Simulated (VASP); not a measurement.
# SnO2 (R-3m) in VASP: further runs

SnO2 is run at these levels: PBEsol; tasks: single point.

All numbers are computed with VASP 6.6.1; they aren't measurements. Logs are shortened: lines on timing, memory, paths and dates and some standing lists are left out, and cuts for length are marked.

### Step 1. The cell of the first run

It takes space group R-3m (No. 166, trigonal). The conventional cell has a = 3.371 Å, b = 3.371 Å, c = 12.878 Å, α = 90.00°, β = 90.00°, γ = 120.00°. Within 2.9 Å of Sn (site symmetry -3m) lie 6 O at 2.17 Å. O (site symmetry 3m) has 3 Sn at 2.17 Å and 3 O at 2.74 Å within 2.9 Å.

### Step 2. Single point, PBEsol

File INCAR:

```
SYSTEM = SnO2
PREC = Accurate
ENCUT = 520
EDIFF = 1E-7
ISMEAR = 0
SIGMA = 0.05
LREAL = .False.
LASPH = .True.
NELM = 100
ALGO = Normal
ISIF = 2
LWAVE = .False.
LCHARG = .False.
GGA = PS
NBANDS = 20
```

File KPOINTS:

```
regular mesh
0
Gamma
  12 12 12
  0 0 0
```

File POSCAR:

```
SnO2
1.0
    1.6856500000      0.9732104813      4.2927333333
   -1.6856500000      0.9732104813      4.2927333333
    0.0000000000     -1.9464209625      4.2927333333
Sn O
1 2
Direct
    0.5000000000      0.5000000000      0.5000000000
    0.2414378084      0.2414378084      0.2414378084
    0.7585621916      0.7585621916      0.7585621916
```

Potentials or basis: VASP PAW PBE potentials, release 64 (Sn_d, O).

Started as:

```console
> cat potpaw_PBE.64/Sn_d/POTCAR potpaw_PBE.64/O/POTCAR > POTCAR
> mpirun -np 1 vasp_std > vasp.out
```

OUTCAR:

```text
SYSTEM = SnO2
   PREC = Accurate
   ENCUT = 520
   EDIFF = 1E-7
   ISMEAR = 0
   LREAL = .False.
   LASPH = .True.
   NELM = 100
   ISIF = 2
   GGA = PS

 ion  position               nearest neighbor table
   1  0.500  0.500  0.500-   2 2.17   3 2.17   2 2.17   2 2.17   3 2.17   3 2.17
   2  0.241  0.241  0.241-   1 2.17   1 2.17   1 2.17
   3  0.759  0.759  0.759-   1 2.17   1 2.17   1 2.17

  LATTYP: Found a trigonal (rhomboedric) cell.
 ALAT       =     4.7133972922
 COS(alpha) =     0.7442022562

  Lattice vectors:

 A1 = (   1.6856500000,   0.9732104813,   4.2927333333)
 A2 = (  -1.6856500000,   0.9732104813,   4.2927333333)
 A3 = (   0.0000000000,  -1.9464209625,   4.2927333333)

Analysis of symmetry for initial positions (statically):
=====================================================================
 Subroutine PRICEL returns:
 Original cell was already a primitive cell.

 Routine SETGRP: Setting up the symmetry group for a
 trigonal (rhombohedral) supercell.

 Subroutine GETGRP returns: Found 12 space group operations
 (whereof 12 operations were pure point group operations)
 out of a pool of 12 trial point group operations.

The static configuration has the point symmetry D_3d.

Analysis of symmetry for dynamics (positions and initial velocities):
=====================================================================
 Subroutine PRICEL returns:
 Original cell was already a primitive cell.

 Routine SETGRP: Setting up the symmetry group for a
 trigonal (rhombohedral) supercell.

 Subroutine GETGRP returns: Found 12 space group operations
 (whereof 12 operations were pure point group operations)
 out of a pool of 12 trial point group operations.

The dynamic configuration has the point symmetry D_3d.

 Subroutine INISYM returns: Found 12 space group operations
 (whereof 12 operations are pure point group operations),
 and found     1 'primitive' translations

----------------------------------------------------------------------------------------

                                     Primitive cell

  volume of cell :      42.2532

  direct lattice vectors                    reciprocal lattice vectors
     1.685650000  0.973210481  4.292733333     0.296621481  0.171254492  0.077650603
    -1.685650000  0.973210481  4.292733333    -0.296621481  0.171254492  0.077650603
     0.000000000 -1.946420962  4.292733333     0.000000000 -0.342508984  0.077650603

  length of vectors
[... 76 lines left out ...]
   ISTART =      0    job   : 0-new  1-cont  2-samecut
   ICHARG =      2    charge: 1-file 2-atom 10-const
   ISPIN  =      1    spin polarized calculation?
   LNONCOLLINEAR =      F non collinear calculations
   LSORBIT =      F    spin-orbit coupling
   LASPH  =      T    aspherical Exc in radial PAW
   ENCUT  =  520.0 eV  38.22 Ry    6.18 a.u.   8.76  8.76  8.76*2*pi/ulx,y,z
   NELM   =    100;   NELMIN=  2; NELMDL= -5     # of ELM steps
   EDIFF  = 0.1E-06   stopping-criterion for ELM
   LREAL  =      F    real-space projection
   EDIFFG = 0.1E-05   stopping-criterion for IOM
   NSW    =      0    number of steps for IOM
   IBRION =     -1    ionic relax: 0-MD 1-quasi-New 2-CG
   NFREE  =      0    steps in history (QN), initial steepest desc. (CG)
   ISIF   =      2    stress and relaxation
   ISYM   =      2    0-nonsym 1-usesym 2-fastsym
   POTIM  = 0.5000    time-step for ionic-motion
   TEBEG  =    0.0;   TEEND  =   0.0 temperature during run
   PSTRESS=    0.0 pullay stress
   NELECT =      26.0000    total number of electrons
   NUPDOWN=      -1.0000    fix difference up-down
   EMIN   =  10.00;   EMAX   =-10.00  energy-range for DOS
   EFERMI =   0.00;   METHOD = LEGACY
   ISMEAR =     0;   SIGMA  =   0.05  broadening in eV -4-tet -1-fermi 0-gaus
   EFERMI_NEDOS =   21; number of points for ismear=-14 and -15
   IALGO  =     38    algorithm
   IMIX   =      4    mixing-type and parameters
     AMIX     =   0.40;   BMIX     =  1.00
     AMIX_MAG =   1.60;   BMIX_MAG =  1.00
  volume/ion in A,a.u.               =      14.08        95.05
  Fermi-wavevector in a.u.,A,eV,Ry     =   1.392450  2.631348 26.380554  1.938916
  Thomas-Fermi vector in A             =   2.516191
   LORBIT       =      0    0 simple, 1 ext, 2 COOP (PROOUT), +10 PAW based schemes
   GGA     = PS    functional components
   LHFCALC =     F    Hartree Fock is set to
   AEXX    =    0.0000 exact exchange contribution
   IVDW    =     0    specifies the selected vdW correction
   LEPSILON=     F    determine dielectric tensor
   LRPA    =     F    only Hartree local field effects (RPA)
 non-spin polarized calculation
 Gauss-broadening in eV      SIGMA  =   0.05
  energy-cutoff  :      520.00
  volume of cell :       42.25
 maximum number of plane-waves:      1167
   NGX = 17   NGY = 17   NGZ = 17

 number of electron      26.0000004 magnetization

 Free energy of the ion-electron system (eV)
  ---------------------------------------------------
  ext. energy  EPLUGINS =         0.00000000
  ---------------------------------------------------
  free energy    TOTEN  =       -19.12858124 eV

  energy without entropy =      -19.12858124  energy(sigma->0) =      -19.12858124

 E-fermi :   4.1677     XC(G=0): -10.5771

 val. band max:        3.9617802835   @ k =   0.0000   0.0000   0.0000
 cond. band min:       4.7021688153   @ k =   0.0000   0.0000   0.0000
 fundamental gap:      0.7403885318
 Fermi energy:         4.1677277987

 k-point     1 :       0.0000    0.0000    0.0000
  band No.  band energies     occupation
      1     -16.2763      2.00000
      2     -16.0743      2.00000
      3     -16.0743      2.00000
      4     -15.9656      2.00000
      5     -15.9656      2.00000
      6     -13.9129      2.00000
[... 541 lines left out ...]
     19      17.1674      0.00000
     20      17.9782      0.00000

 [... further k-points ...]
[... 5 lines left out ...]
  --------------------------------------------------------------------------------------
  -------------------------------------------------------------------------------------
  Total       -4.5013109     -4.5013109     -1.4274982      0.0000000     -0.0000000      0.0000000
  in kB     -170.6829917   -170.6829917    -54.1286016      0.0000000     -0.0000000      0.0000000
  external PRESSURE =    -131.8315283 kB  Pullay stress =       0.0000000 kB

 VOLUME and BASIS-vectors are now :
 -----------------------------------------------------------------------------
  energy-cutoff  :      520.00
  volume of cell :       42.25
      direct lattice vectors                 reciprocal lattice vectors
     1.685650000  0.973210481  4.292733333     0.296621481  0.171254492  0.077650603
    -1.685650000  0.973210481  4.292733333    -0.296621481  0.171254492  0.077650603
     0.000000000 -1.946420962  4.292733333     0.000000000 -0.342508984  0.077650603

 POSITION                                       TOTAL-FORCE (eV/Angst)
 -----------------------------------------------------------------------------------
      0.00000      0.00000      6.43910         0.000000      0.000000     -0.000000
      0.00000      0.00000      3.10928         0.000000     -0.000000     -0.450531
      0.00000      0.00000      9.76892         0.000000      0.000000      0.450531
 -----------------------------------------------------------------------------------
    total drift:                               -0.000000     -0.000000      0.000000

  FREE ENERGIE OF THE ION-ELECTRON SYSTEM (eV)
  ---------------------------------------------------
  free  energy   TOTEN  =       -19.1285812402 eV

  energy  without entropy=      -19.1285812402  energy(sigma->0) =      -19.12858124
```

Wall time 2.5 min (1 thread of AMD EPYC 9R45 (Zen 5), shared host); peak memory 0.27 GiB.

Results:

| Quantity | Value |
| --- | --- |
| Free energy | -19.1286 eV |
| Pressure | -13.2 GPa |
| Largest force | 0.451 eV/Å |
| Band gap on the k mesh | 0.74 eV |

Forces on the atoms (eV/Å):
```
Sn   0.000  0.000  0.000
O    0.000  0.000 -0.451
O    0.000  0.000  0.451
```

Stress tensor (GPa, compression positive):
```
-17.07   0.00   0.00
  0.00 -17.07   0.00
  0.00   0.00  -5.41
```

Levels at points of the mesh, in eV from the valence-band top:
```tsv
k point	band 10	band 11	band 12	band 13	band 14	band 15	band 16	band 17
(0.00, 0.00, 0.00)	-1.51	-1.39	-1.39	0.00	0.74	4.91	9.55	9.55
(0.50, 0.00, 0.00)	-3.19	-1.68	-1.01	-0.97	4.43	7.22	8.79	11.72
(0.50, 0.50, 0.00)	-3.46	-0.89	-0.61	-0.09	4.00	6.06	9.93	10.25
(0.50, 0.50, 0.50)	-1.71	-1.71	-1.25	-1.25	2.72	5.18	9.98	9.98
```

Caveat: the stress differs along the axes, from -17 to -5 GPa; semilocal functionals underestimate gaps, and a narrow one can read as zero; the PAW data sets were made with another functional, which shifts forces and pressure a little; spin-orbit coupling is left out, which moves the levels of the heavy elements. A k mesh can miss the band edges.

### Step 3. Single point, PBEsol

This run uses another cell than the first one, of 14.18 Å³/atom.

Changes to INCAR since step 2:

```diff
@@ -3,3 +3,3 @@
 ENCUT = 520
-EDIFF = 1E-7
+EDIFF = 1E-6
 ISMEAR = 0
@@ -8,3 +8,3 @@
 LASPH = .True.
-NELM = 100
+NELM = 80
 ALGO = Normal
```

File KPOINTS:

```
Automatic mesh
0
Gamma
  12 12 12
  0 0 0
```

File POSCAR:

```
SnO2
1.0
    1.6053951390      0.9268753157      4.7632000000
   -1.6053951390      0.9268753157      4.7632000000
    0.0000000000     -1.8537506314      4.7632000000
Sn O
1 2
Direct
    0.5000000000      0.5000000000      0.5000000000
    0.2414378084      0.2414378084      0.2414378084
    0.7585621916      0.7585621916      0.7585621916
```

Potentials or basis: VASP PAW PBE potentials, release 64 (Sn_d, O).

Started as:

```console
> cat potpaw_PBE.64/Sn_d/POTCAR potpaw_PBE.64/O/POTCAR > POTCAR
> mpirun -np 1 vasp_std > vasp.out
```

It took 2.6 min on 1 thread of AMD EPYC 9R45 (Zen 5), shared host; peak memory 0.3 GiB.

Results (log left out):

| Quantity | Value |
| --- | --- |
| Free energy | -19.2512 eV |
| Pressure | -6.2 GPa |
| Largest force | 0.915 eV/Å |
| Band gap on the k mesh | 1.82 eV (least direct gap 1.85 eV) |

Forces on the atoms (eV/Å):
```
Sn   0.000  0.000  0.000
O    0.000  0.000 -0.915
O    0.000  0.000  0.915
```

Stress tensor (GPa, compression positive):
```
-5.35  0.00  0.00
 0.00 -5.35  0.00
 0.00  0.00 -7.98
```

Levels at points of the mesh, in eV from the valence-band top:
```tsv
k point	band 9	band 10	band 11	band 12	band 13	band 14	band 15	band 16	band 17	band 18
(0.00, 0.00, 0.00)	-1.17	-1.17	-0.80	-0.80	-0.03	1.82	5.51	10.96	10.96	12.00
(0.50, 0.00, 0.00)	-4.18	-2.74	-1.65	-0.65	-0.63	5.10	7.42	10.08	11.87	12.12
(0.50, 0.50, 0.00)	-4.45	-2.87	-1.25	-0.45	0.00	4.77	6.59	10.53	11.21	12.03
(0.50, 0.50, 0.50)	-1.33	-1.25	-1.25	-0.73	-0.73	3.21	5.48	11.15	11.15	12.51
```

Caveat: the cell stands under tension; the PAW data sets were made with another functional, which shifts forces and pressure a little; spin-orbit coupling is left out, which moves the levels of the heavy elements.

### Step 4. Single point, PBEsol

This run uses another cell than the first one, of 14.29 Å³/atom.

File INCAR:

```
SYSTEM = SnO2
PREC     = Accurate       ! precision mode
ENCUT    = 520            ! plane-wave cutoff, eV
EDIFF    = 1E-6           ! SCF threshold, eV
ISMEAR   = 0              ! smearing method
SIGMA    = 0.05           ! smearing width, eV
LREAL    = .False.        ! projectors in reciprocal space
LASPH    = .True.         ! aspherical terms in the spheres
NELM     = 100            ! most SCF steps
ALGO     = Normal         ! electronic algorithm
ISIF     = 2              ! what is computed and relaxed
LWAVE    = .False.        ! write WAVECAR
LCHARG   = .False.        ! write CHGCAR
GGA      = PS             ! functional
NBANDS   = 20             ! bands
```

KPOINTS is that of step 3.

File POSCAR:

```
SnO2
1.0
    1.6321500000      0.9423222419      4.6455666667
   -1.6321500000      0.9423222419      4.6455666667
    0.0000000000     -1.8846444837      4.6455666667
Sn O
1 2
Direct
    0.5000000000      0.5000000000      0.5000000000
    0.2414378084      0.2414378084      0.2414378084
    0.7585621916      0.7585621916      0.7585621916
```

Started as:

```console
> cat potpaw_PBE.64/Sn_d/POTCAR potpaw_PBE.64/O/POTCAR > POTCAR
> mpirun -np 1 vasp_std > vasp.out
```

It took 2.6 min on 1 thread of AMD EPYC 9R45 (Zen 5), shared host; peak memory 0.3 GiB.

Results (log left out):

- Free energy: -19.2341 eV
- Pressure: -9.4 GPa
- Largest force: 0.851 eV/Å
- Band gap on the k mesh: 1.47 eV (least direct gap 1.49 eV)

Forces in eV/Å, atoms in the order of the input:
```
Sn   0.000  0.000  0.000
O    0.000  0.000 -0.851
O    0.000  0.000  0.851
```

Stress tensor (GPa, compression positive):
```
-10.25   0.00   0.00
  0.00 -10.25   0.00
  0.00   0.00  -7.55
```

Levels at points of the mesh, in eV from the valence-band top:
| k point | band 9 | band 10 | band 11 | band 12 | band 13 | band 14 | band 15 | band 16 | band 17 | band 18 |
| --- | --- | --- | --- | --- | --- | --- | --- | --- | --- | --- |
| (0.00, 0.00, 0.00) | -1.28 | -1.28 | -0.98 | -0.98 | -0.02 | 1.47 | 5.28 | 10.46 | 10.46 | 11.93 |
| (0.50, 0.00, 0.00) | -4.10 | -2.87 | -1.65 | -0.75 | -0.74 | 4.83 | 7.33 | 9.63 | 11.86 | 11.93 |
| (0.50, 0.50, 0.00) | -4.42 | -3.02 | -1.16 | -0.53 | -0.04 | 4.48 | 6.42 | 10.24 | 10.92 | 11.86 |
| (0.50, 0.50, 0.50) | -1.42 | -1.39 | -1.39 | -0.90 | -0.90 | 3.00 | 5.30 | 10.70 | 10.70 | 12.72 |

Caveat: the cell stands under tension; the PAW data sets were made with another functional, which shifts forces and pressure a little; spin-orbit coupling is left out, which moves the levels of the heavy elements.

### Step 5. Summary

| cell | gap on the mesh (eV) | pressure (GPa) | largest force (eV/Å) |
| --- | --- | --- | --- |
| a = 4.713 Å, angles 41.9°, 3 atoms | 0.74 | -13.2 | 0.45 |
| a = 5.111 Å, angles 36.6°, 3 atoms | 1.82 | -6.2 | 0.92 |
| a = 5.013 Å, angles 38.0°, 3 atoms | 1.47 | -9.4 | 0.85 |

Alike in all rows: task single point; level PBEsol; potentials or basis VASP PAW PBE potentials, release 64 (Sn_d, O); no spin polarisation; k mesh 12 × 12 × 12; cutoff (eV) 520; smearing gaussian 0.05 eV.

Caveats: the PAW data sets were made with another functional, which shifts forces and pressure a little; spin-orbit coupling is left out, which moves the levels of the heavy elements; the cell stands under tension (at least some runs); the stress differs along the axes, from -17 to -5 GPa (at least some runs); semilocal functionals underestimate gaps, and a narrow one can read as zero (at least some runs).

Absolute energies hang on the potentials; compare differences alone.
